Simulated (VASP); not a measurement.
BaSn3Au, 5 atoms in the cell. Symmetry: I4mm, No. 107, tetragonal system. The conventional cell has a = 4.997 Å, b = 4.997 Å, c = 11.111 Å, α = 90.00°, β = 90.00°, γ = 90.00°. Ba (site symmetry 4mm) has 13 Sn at 3.71 to 4.44 Å and 5 Au at 3.87 to 3.98 Å and 4 Ba at 5.00 Å within 5.0 Å. Sn (site symmetry 4mm) has 1 Au at 2.69 Å and 4 Sn at 3.00 Å within 3.5 Å. Sn (site symmetry 2mm) has 2 Au at 2.77 Å and 6 Sn at 3.00 to 3.53 Å and 4 Ba at 3.73 to 3.74 Å within 3.8 Å. Within 3.5 Å of Au (site symmetry 4mm) lie 5 Sn at 2.69 to 2.77 Å. 

| Quantity | Value |
| --- | --- |
| Program | VASP 6.6.1 |
| Task | single point |
| Functional | PBEsol |
| Potentials or basis | VASP PAW PBE potentials, release 64 (Ba_sv, Sn_d, Au) |
| Cutoff | 500 eV |
| k mesh | 6 × 6 × 6 |
| Occupations | gaussian, width 0.1 eV |
| Spin | no spin polarisation |
| Dipole correction | no |
| Further INCAR settings | ALGO = Normal; EDIFF = 1e-06; NBANDS = 40 |

Potentials or basis: VASP PAW PBE potentials, release 64 (Ba_sv, Sn_d, Au).

Run with:

```sh
$ cat potpaw_PBE.64/Ba_sv/POTCAR potpaw_PBE.64/Sn_d/POTCAR potpaw_PBE.64/Au/POTCAR > POTCAR
$ mpirun -np 1 vasp_std > vasp.out
```

Hardware: 1 thread of AMD EPYC 7R13 (shared host).

**Question.** How long does it take, and how much memory?

**Answer.** It took 5.9 min on 1 thread of AMD EPYC 7R13, on a shared host, peak memory 0.37 GiB. Counts: scf iterations 14, k points 30.
